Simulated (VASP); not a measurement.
# InB2Os3 (P6/mmm) in VASP: single point with r2SCAN

Aim: the single point of InB2Os3 with r2SCAN.

Everything below comes from runs of VASP 6.6.1. Logs are shortened: lines on timing, memory, paths and dates and some standing lists are left out, and cuts for length are marked.

### Step 1. The cell of the first run

Symmetry: P6/mmm, No. 191, hexagonal system. Conventional cell: a = 5.571 Å, b = 5.571 Å, c = 2.923 Å, α = 90.00°, β = 90.00°, γ = 120.00°. Within 2.9 Å of B (site symmetry -6m2) lie 6 Os at 2.17 Å. Os (site symmetry mmm) has 4 B at 2.17 Å and 4 Os at 2.79 Å within 2.9 Å. Within 3.8 Å of In (site symmetry 6/mmm) lie 2 In at 2.92 Å and 12 Os at 3.15 Å and 6 B at 3.22 Å.

### Step 2. Single point, r2SCAN

Contents of POSCAR:

```
InB2Os3
1.0
    5.5714501890      0.0000000000      0.0000000000
   -2.7857250945      4.8250173996      0.0000000000
    0.0000000000      0.0000000000      2.9229034784
B Os In
2 3 1
Direct
    0.3333333333      0.6666666667      0.0000000000
    0.6666666667      0.3333333333      0.0000000000
    0.5000000000      0.0000000000      0.5000000000
    0.5000000000      0.5000000000      0.5000000000
    0.0000000000      0.5000000000      0.5000000000
    0.0000000000      0.0000000000      0.0000000000
```

Contents of INCAR.step1:

```
SYSTEM = InB2Os3
PREC = Accurate
ENCUT = 520
ISMEAR = -1
SIGMA = 0.1085
LREAL = .False.
LASPH = .True.
NELM = 100
NBANDS = 30
GGA = PE
ALGO = Normal
EDIFF = 1E-4
LWAVE = .True.
LCHARG = .False.
```

Contents of INCAR.step2:

```
SYSTEM = InB2Os3
PREC = Accurate
ENCUT = 520
EDIFF = 1E-6
ISMEAR = -1
SIGMA = 0.1085
LREAL = .False.
LASPH = .True.
NELM = 100
ALGO = Normal
ISIF = 2
LWAVE = .False.
LCHARG = .True.
METAGGA = R2SCAN
LMIXTAU = .True.
LELF = .True.
LVHAR = .True.
NBANDS = 30
ISTART = 1
```

Contents of KPOINTS:

```
regular mesh
0
Gamma
  7 7 11
  0 0 0
```

Potentials or basis: VASP PAW PBE potentials, release 64 (B, Os, In_d).

Started as:

```
$ cat potpaw_PBE.64/B/POTCAR potpaw_PBE.64/Os/POTCAR potpaw_PBE.64/In_d/POTCAR > POTCAR
$ cp INCAR.step1 INCAR
$ mpirun -np 1 vasp_std > vasp.out
$ cp INCAR.step2 INCAR
$ mpirun -np 1 vasp_std > vasp.out
```

OUTCAR:

```text
SYSTEM = InB2Os3
   PREC = Accurate
   ENCUT = 520
   EDIFF = 1E-6
   ISMEAR = -1
   LREAL = .False.
   LASPH = .True.
   NELM = 100
   ISIF = 2
   METAGGA = R2SCAN
   ISTART = 1

 ion  position               nearest neighbor table
   1  0.333  0.667  0.000-   5 2.17   5 2.17   3 2.17   3 2.17   4 2.17   4 2.17
   2  0.667  0.333  0.000-   5 2.17   5 2.17   3 2.17   3 2.17   4 2.17   4 2.17
   3  0.500  0.000  0.500-   1 2.17   2 2.17   1 2.17   2 2.17   4 2.79   5 2.79   4 2.79   5 2.79
                             6 3.15   6 3.15   6 3.15   6 3.15
   4  0.500  0.500  0.500-   1 2.17   2 2.17   1 2.17   2 2.17   5 2.79   5 2.79   3 2.79   3 2.79
                             6 3.15   6 3.15   6 3.15   6 3.15
   5  0.000  0.500  0.500-   1 2.17   2 2.17   1 2.17   2 2.17   4 2.79   4 2.79   3 2.79   3 2.79
                             6 3.15   6 3.15   6 3.15   6 3.15
   6  0.000  0.000  0.000-   3 3.15   3 3.15   3 3.15   3 3.15   4 3.15   5 3.15   5 3.15   5 3.15
                             5 3.15   4 3.15   4 3.15   4 3.15

  LATTYP: Found a hexagonal cell.
 ALAT       =     5.5714501890
 C/A-ratio  =     0.5246216657

  Lattice vectors:

 A1 = (   5.5714501890,   0.0000000000,   0.0000000000)
 A2 = (  -2.7857250945,   4.8250173996,   0.0000000000)
 A3 = (   0.0000000000,   0.0000000000,   2.9229034784)

Analysis of symmetry for initial positions (statically):
=====================================================================
 Subroutine PRICEL returns:
 Original cell was already a primitive cell.

 Routine SETGRP: Setting up the symmetry group for a
 hexagonal supercell.

 Subroutine GETGRP returns: Found 24 space group operations
 (whereof 24 operations were pure point group operations)
 out of a pool of 24 trial point group operations.

The static configuration has the point symmetry D_6h.

Analysis of symmetry for dynamics (positions and initial velocities):
=====================================================================
 Subroutine PRICEL returns:
 Original cell was already a primitive cell.

 Routine SETGRP: Setting up the symmetry group for a
 hexagonal supercell.

 Subroutine GETGRP returns: Found 24 space group operations
 (whereof 24 operations were pure point group operations)
 out of a pool of 24 trial point group operations.

The dynamic configuration has the point symmetry D_6h.

 Subroutine INISYM returns: Found 24 space group operations
 (whereof 24 operations are pure point group operations),
 and found     1 'primitive' translations

----------------------------------------------------------------------------------------

                                     Primitive cell

  volume of cell :      78.5745

  direct lattice vectors                    reciprocal lattice vectors
     5.571450189  0.000000000  0.000000000     0.179486483  0.103626569  0.000000000
    -2.785725095  4.825017400  0.000000000     0.000000000  0.207253139  0.000000000
     0.000000000  0.000000000  2.922903478     0.000000000  0.000000000  0.342125564

  length of vectors
     5.571450189  5.571450189  2.922903478     0.207253139  0.207253139  0.342125564

  position of ions in fractional coordinates (direct lattice)
     0.333333333  0.666666667  0.000000000
     0.666666667  0.333333333  0.000000000
     0.500000000  0.000000000  0.500000000
     0.500000000  0.500000000  0.500000000
     0.000000000  0.500000000  0.500000000
     0.000000000  0.000000000  0.000000000

  ion indices of the primitive-cell ions
   primitive index   ion index
                 1           1
                 2           2
                 3           3
                 4           4
                 5           5
                 6           6

----------------------------------------------------------------------------------------

 KPOINTS: regular mesh

Automatic generation of k-mesh.
 Grid dimensions read from file:
 generate k-points for:    7    7   11

 Generating k-lattice:

  Cartesian coordinates                     Fractional coordinates (reciprocal lattice)
     0.025640926  0.014803796  0.000000000     0.142857143  0.000000000  0.000000000
     0.000000000  0.029607591  0.000000000     0.000000000  0.142857143  0.000000000
     0.000000000  0.000000000  0.031102324     0.000000000  0.000000000  0.090909091

  Length of vectors
     0.029607591  0.029607591  0.031102324

  Shift w.r.t. Gamma in fractional coordinates (k-lattice)
     0.000000000  0.000000000  0.000000000

 Subroutine IBZKPT returns following result:
 ===========================================

 Found     48 irreducible k-points:

 Following reciprocal coordinates:
            Coordinates               Weight
  0.000000  0.000000  0.000000      1.000000
  0.142857  0.000000  0.000000      6.000000
  0.285714 -0.000000  0.000000      6.000000
  0.428571 -0.000000  0.000000      6.000000
  0.142857  0.142857  0.000000      6.000000
  0.285714  0.142857  0.000000     12.000000
[... 16 lines left out ...]
  0.428571  0.142857  0.181818     12.000000
  0.285714  0.285714  0.181818     12.000000
 [... further k-points ...]
   k-points           NKPTS =     48   k-points in BZ     NKDIM =     48   number of bands    NBANDS=     30
   number of dos      NEDOS =    301   number of ions     NIONS =      6
   total plane-waves  NPLWV =  42336
   dimension x,y,z NGX =    42 NGY =   42 NGZ =   24
   dimension x,y,z NGXF=    84 NGYF=   84 NGZF=   48
   ions per type =               2   3   1
   NGX,Y,Z   is equivalent  to a cutoff of  12.53, 12.53, 13.65 a.u.
   NGXF,Y,Z  is equivalent  to a cutoff of  25.06, 25.06, 27.30 a.u.
 SYSTEM =  InB2Os3
   PREC   = accura    normal or accurate (medium, high low for compatibility)
   ISTART =      1    job   : 0-new  1-cont  2-samecut
   ICHARG =      0    charge: 1-file 2-atom 10-const
   ISPIN  =      1    spin polarized calculation?
   LNONCOLLINEAR =      F non collinear calculations
   LSORBIT =      F    spin-orbit coupling
   LASPH  =      T    aspherical Exc in radial PAW
   ENCUT  =  520.0 eV  38.22 Ry    6.18 a.u.  10.36 10.36  5.43*2*pi/ulx,y,z
   NELM   =    100;   NELMIN=  2; NELMDL=  0     # of ELM steps
   EDIFF  = 0.1E-05   stopping-criterion for ELM
   LREAL  =      F    real-space projection
   EDIFFG = 0.1E-04   stopping-criterion for IOM
   NSW    =      0    number of steps for IOM
   IBRION =     -1    ionic relax: 0-MD 1-quasi-New 2-CG
   NFREE  =      0    steps in history (QN), initial steepest desc. (CG)
   ISIF   =      2    stress and relaxation
   ISYM   =      2    0-nonsym 1-usesym 2-fastsym
   POTIM  = 0.5000    time-step for ionic-motion
   TEBEG  =    0.0;   TEEND  =   0.0 temperature during run
   PSTRESS=    0.0 pullay stress
   NELECT =      43.0000    total number of electrons
   NUPDOWN=      -1.0000    fix difference up-down
   EMIN   =  10.00;   EMAX   =-10.00  energy-range for DOS
   EFERMI =   0.00;   METHOD = LEGACY
   ISMEAR =    -1;   SIGMA  =   0.11  broadening in eV -4-tet -1-fermi 0-gaus
   EFERMI_NEDOS =   21; number of points for ismear=-14 and -15
   IALGO  =     38    algorithm
   IMIX   =      4    mixing-type and parameters
     AMIX     =   0.40;   BMIX     =  1.00
     AMIX_MAG =   1.60;   BMIX_MAG =  1.00
  volume/ion in A,a.u.               =      13.10        88.37
  Fermi-wavevector in a.u.,A,eV,Ry     =   1.339072  2.530478 24.396778  1.793113
  Thomas-Fermi vector in A             =   2.467492
   LORBIT       =      0    0 simple, 1 ext, 2 COOP (PROOUT), +10 PAW based schemes
   METAGGA = R2SCAN    functional components
   LHFCALC =     F    Hartree Fock is set to
   AEXX    =    0.0000 exact exchange contribution
   IVDW    =     0    specifies the selected vdW correction
   LEPSILON=     F    determine dielectric tensor
   LRPA    =     F    only Hartree local field effects (RPA)
 non-spin polarized calculation
  energy-cutoff  :      520.00
  volume of cell :       78.57
 maximum number of plane-waves:      2142
 NGX is ok and might be reduce to    42
   NGX = 21   NGY = 21   NGZ = 11

 number of electron      42.9999983 magnetization

 Free energy of the ion-electron system (eV)
  ---------------------------------------------------
  ext. energy  EPLUGINS =         0.00000000
  ---------------------------------------------------
  free energy    TOTEN  =      -194.73022407 eV

  energy without entropy =     -194.57264737  energy(sigma->0) =     -194.65143572

 E-fermi :   8.5463     XC(G=0): -13.9083

 val. band max:        8.5350958852   @ k =   0.1429   0.1429   0.0909
 cond. band min:       8.5564751990   @ k =   0.2857   0.1429   0.3636
 fundamental gap:      0.0213793138
 Fermi energy:         8.5463488318

 k-point     1 :       0.0000    0.0000    0.0000
  band No.  band energies     occupation
      1      -7.5101      2.00000
      2      -6.9915      2.00000
      3      -6.9914      2.00000
      4      -6.8067      2.00000
      5      -6.8067      2.00000
      6      -4.4173      2.00000
[... 22 lines left out ...]
     29      12.9248      0.00000
     30      12.9248      0.00000

 k-point     2 :       0.1429    0.0000    0.0000
  band No.  band energies     occupation
      1      -7.5088      2.00000
      2      -6.9895      2.00000
      3      -6.9852      2.00000
      4      -6.8063      2.00000
      5      -6.8055      2.00000
      6      -4.2618      2.00000
[... 22 lines left out ...]
     29      12.8171      0.00000
     30      12.9434      0.00000

 k-point     3 :       0.2857   -0.0000    0.0000
  band No.  band energies     occupation
      1      -7.5061      2.00000
      2      -6.9852      2.00000
      3      -6.9710      2.00000
      4      -6.8053      2.00000
      5      -6.8029      2.00000
      6      -3.8200      2.00000
[... 22 lines left out ...]
     29      13.2854      0.00000
     30      13.7946      0.00000

 k-point     4 :       0.4286   -0.0000    0.0000
  band No.  band energies     occupation
      1      -7.5040      2.00000
      2      -6.9819      2.00000
      3      -6.9596      2.00000
      4      -6.8045      2.00000
      5      -6.8008      2.00000
      6      -3.2300      2.00000
[... 22 lines left out ...]
     29      14.4385      0.00000
     30      15.4020      0.00000

 k-point     5 :       0.1429    0.1429    0.0000
  band No.  band energies     occupation
      1      -7.5069      2.00000
      2      -6.9854      2.00000
      3      -6.9759      2.00000
      4      -6.8054      2.00000
      5      -6.8037      2.00000
      6      -3.9609      2.00000
[... 22 lines left out ...]
     29      12.7756      0.00000
     30      13.6585      0.00000
[... 526 lines left out ...]
     29      14.0941      0.00000
     30      14.4757      0.00000

 k-point    22 :       0.2857    0.1429    0.1818
  band No.  band energies     occupation
      1      -7.2578      2.00000
      2      -6.9621      2.00000
      3      -6.9506      2.00000
      4      -6.9289      2.00000
      5      -6.9225      2.00000
      6      -2.7548      2.00000
[... 22 lines left out ...]
     29      14.6145      0.00000
     30      14.6733      0.00000

 k-point    23 :       0.4286    0.1429    0.1818
  band No.  band energies     occupation
      1      -7.2569      2.00000
      2      -6.9604      2.00000
      3      -6.9485      2.00000
      4      -6.9295      2.00000
      5      -6.9240      2.00000
      6      -2.3296      2.00000
[... 22 lines left out ...]
     29      14.5509      0.00000
     30      15.6786      0.00000

 k-point    24 :       0.2857    0.2857    0.1818
  band No.  band energies     occupation
      1      -7.2568      2.00000
      2      -6.9583      2.00000
      3      -6.9519      2.00000
      4      -6.9278      2.00000
      5      -6.9241      2.00000
      6      -2.1946      2.00000
[... 22 lines left out ...]
     29      14.6681      0.00000
     30      15.6562      0.00000

 [... further k-points ...]
[... 5 lines left out ...]
  --------------------------------------------------------------------------------------
  -------------------------------------------------------------------------------------
  Total        0.6589130      0.6589130      0.6934808      0.0000000      0.0000000     -0.0000000
  in kB       13.4356003     13.4356003     14.1404556      0.0000000      0.0000000     -0.0000000
  external PRESSURE =      13.6705520 kB  Pullay stress =       0.0000000 kB

 VOLUME and BASIS-vectors are now :
 -----------------------------------------------------------------------------
  energy-cutoff  :      520.00
  volume of cell :       78.57
      direct lattice vectors                 reciprocal lattice vectors
     5.571450189  0.000000000  0.000000000     0.179486483  0.103626569  0.000000000
    -2.785725095  4.825017400  0.000000000     0.000000000  0.207253139  0.000000000
     0.000000000  0.000000000  2.922903478     0.000000000  0.000000000  0.342125564

 POSITION                                       TOTAL-FORCE (eV/Angst)
 -----------------------------------------------------------------------------------
     -0.00000      3.21668      0.00000         0.000000      0.000000     -0.000000
      2.78573      1.60834      0.00000        -0.000000      0.000000      0.000000
      2.78573      0.00000      1.46145        -0.000000      0.000000     -0.000000
      1.39286      2.41251      1.46145         0.000000      0.000000     -0.000000
     -1.39286      2.41251      1.46145         0.000000      0.000000     -0.000000
      0.00000      0.00000      0.00000         0.000000      0.000000     -0.000000
 -----------------------------------------------------------------------------------
    total drift:                               -0.000000     -0.000000     -0.000000

  FREE ENERGIE OF THE ION-ELECTRON SYSTEM (eV)
  ---------------------------------------------------
  free  energy   TOTEN  =      -194.7302240729 eV

  energy  without entropy=     -194.5726473711  energy(sigma->0) =     -194.65143572
```

It took 5.8 min on 1 thread of Intel Xeon Platinum 8259CL at 2.50GHz (Skylake/Cascade Lake), shared host; peak memory 0.28 GiB.

What came out:

- Free energy: -194.7302 eV
- Pressure: 1.4 GPa

Levels at points of the mesh, in eV from the Fermi level:
```
           k point  band 17  band 18  band 19  band 20  band 21  band 22  band 23  band 24  band 25  band 26
(0.00, 0.00, 0.00)    -1.37    -1.37    -0.54    -0.54     0.50     0.50     0.80     1.60     1.99     2.60
```

Caveat: the PAW data sets were made with another functional, which shifts forces and pressure a little; spin-orbit coupling is left out, which moves the levels of the heavy elements.
